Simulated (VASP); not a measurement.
**BN: single point with r2SCAN**

Crystal: BN.

```
CELL_PARAMETERS angstrom
0.00000 1.80481 1.80481
1.80481 0.00000 1.80481
1.80481 1.80481 0.00000
ATOMIC_POSITIONS crystal
N 0.25000 0.25000 0.25000
B 0.00000 0.00000 0.00000
```

```
Program             : VASP 6.6.1
Task                : single point
Functional          : r2SCAN
Potentials or basis : VASP PAW PBE potentials, release 64 (N_h, B_h)
Cutoff              : 910 eV
k mesh              : 13 × 13 × 13
Occupations         : fermi-dirac, width 0.05 eV
Spin                : no spin polarisation
```

```yaml
Pressure: -0.5 GPa
Band_gap_on_the_k_mesh: 5.08 eV, indirect (least direct gap 9.57 eV)
```

Levels at points of the mesh, in eV from the valence-band top:
```csv
k point,band 1,band 2,band 3,band 4,band 5,band 6,band 7,band 8
"(0.00, 0.00, 0.00)",-21.34,0.00,0.00,0.00,9.57,9.57,9.57,11.14
```

Wall time 42 s on 1 thread of Intel(R) Xeon(R) 6975P-C (Granite Rapids), with other jobs on the host, peak memory 0.17 GiB.

Caveat: the cutoff is under 1.25 times the usual one of these potentials, so pressure, stress and relaxed cells hold a basis-set (Pulay) error; the PAW data sets were made with another functional, which shifts forces and pressure a little. r2SCAN opens gaps a little over a GGA but as a rule still falls short of measured ones.
